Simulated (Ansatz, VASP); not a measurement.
## Re: VASP beside Ansatz

Contents of INCAR:

```
SYSTEM = Re
  PREC = Accurate
  ENCUT = 520
  EDIFF = 1E-7
  ISMEAR = -1
  SIGMA = 0.1
  LREAL = .False.
  LASPH = .True.
  NELM = 80
  ALGO = Normal
  ISIF = 2
  LWAVE = .False.
  LCHARG = .False.
  GGA = PE
  NBANDS = 10
```

File KPOINTS:

```
regular mesh
0
Gamma
  23 23 23
  0 0 0
```

POSCAR

```
Re
1.0
    0.0000000000      1.9576958143      1.9576958143
    1.9576958143      0.0000000000      1.9576958143
    1.9576958143      1.9576958143      0.0000000000
Re
1
Direct
    0.0000000000      0.0000000000      0.0000000000
```

Input for Ansatz:

```yaml
crystal:
  lattice:
    - [0.0, 1.9576958143, 1.9576958143]
    - [1.9576958143, 0.0, 1.9576958143]
    - [1.9576958143, 1.9576958143, 0.0]
  atoms:
    - { symbol: Re, position: [0.0, 0.0, 0.0] }
hamiltonian:
  xc: pbe
  pseudopotentials:
    kind: paw
    azcp:
      Re: "pseudopotentials/Re.paw.azcp"
basis:
  ecutwfc: 420
  fft_grid_basis: typed
kpoints:
  mp_grid: { grid: [23, 23, 23], shift: [0, 0, 0] }
magnetization:
  spin_polarized: false
scf:
  occupations: { method: fermi_dirac, width: 0.1 }
output:
  stress: true
```

Alike in both runs: task single point; functional PBE; k mesh 23 × 23 × 23; occupations fermi-dirac, width 0.1 eV; no spin polarisation.

```csv
,VASP,Ansatz
version,VASP 6.6.1,Ansatz 0.2.0
potentials or method,"VASP PAW PBE potentials, release 64 (Re), cutoff 520 eV","plane waves (420 eV) with PAW, scalar-relativistic"
valence electrons in the cell,7,15
```

```tsv
	VASP	Ansatz	Ansatz less VASP
pressure (GPa)	-0.6	0.0	+0.56
```

VASP's potentials hold 7 valence electrons a cell and Ansatz's 15, so a difference there can come from the potentials and not from the codes.

Neither program's run includes spin-orbit coupling.
